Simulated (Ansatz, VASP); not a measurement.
# Two plane-wave programs on MnSb

File INCAR:

```
SYSTEM = MnSb
PREC = Accurate
ENCUT = 520
EDIFF = 1E-6
ISMEAR = -5
SIGMA = 0.1
LREAL = .False.
LASPH = .True.
NELM = 150
ALGO = Normal
ISIF = 2
LWAVE = .False.
LCHARG = .True.
ISPIN = 2
MAGMOM = 4.18 -0.12
LORBIT = 11
LMAXMIX = 4
LDAU = .True.
LDAUTYPE = 2
LDAUL = 2 -1
LDAUU = 6.3 0
LDAUJ = 0 0
LDAUPRINT = 1
GGA = PE
LELF = .True.
LVHAR = .True.
NBANDS = 20
```

Contents of KPOINTS:

```
Automatic mesh
0
Gamma
  4 4 4
  0 0 0
```

POSCAR

```
MnSb
1.0
    0.0000000000      2.7950160000      2.7950160000
    2.7950160000      0.0000000000      2.7950160000
    2.7950160000      2.7950160000      0.0000000000
Mn Sb
1 1
Direct
    0.0000000000      0.0000000000      0.0000000000
    0.5000000000      0.5000000000      0.5000000000
```

Input for Ansatz:

```yaml
crystal:
  lattice:
    - [0.0, 2.795016, 2.795016]
    - [2.795016, 0.0, 2.795016]
    - [2.795016, 2.795016, 0.0]
  atoms:
    - { symbol: Mn, position: [0.0, 0.0, 0.0], spin: 4.18 }
    - { symbol: Sb, position: [0.5, 0.5, 0.5], spin: -0.12 }
basis:
  ecutwfc: 420
kpoints:
  mp_grid: { grid: [4, 4, 4] }
hamiltonian:
  xc: pbe
  hubbard: { sites: [{ species: Mn, l: d, u_eff: 6.3 }] }
scf:
  occupations: { method: tetrahedron }
  lower_state_search: "off"
output:
  forces: false
  stress: false
  eigenvalues: true
  populations: true
magnetization:
  spin_polarized: true
```

Alike in both runs: task single point; functional PBE; k mesh 4 × 4 × 4; occupations tetrahedron; collinear spin; Hubbard terms Mn d U = 6.3 eV.

|  | VASP | Ansatz |
| --- | --- | --- |
| version | VASP 6.6.1 | Ansatz 0.2.0 |
| potentials or method | VASP PAW PBE potentials, release 64 (Mn_pv, Sb), cutoff 520 eV | scalar-relativistic, plane waves, PAW |
| valence electrons in the cell | 18 | 30 |

```tsv
	VASP	Ansatz	Ansatz less VASP
gap on the k mesh at the Fermi level (eV)	none	none	-
net moment per atom (μB)	2.07	2.08	+0.002
size of the moment on the site where the two differ most (μB)	4.45	4.42	-0.034
```

Site moments also hang on the region over which each program counts them. The programs project onto different local orbitals, so the same U acts differently, and such runs can settle in different states. A gap of «none» marks a metal or a gap that the smearing closes. VASP's potentials hold 18 valence electrons a cell and Ansatz's 30, so a difference there can come from the potentials and not from the codes. Ansatz's warnings: band table not solved further, filled band counts differ across k points, stability check not made.

The k mesh is coarse, so the values compare programs but aren't converged. Neither program's run includes spin-orbit coupling.
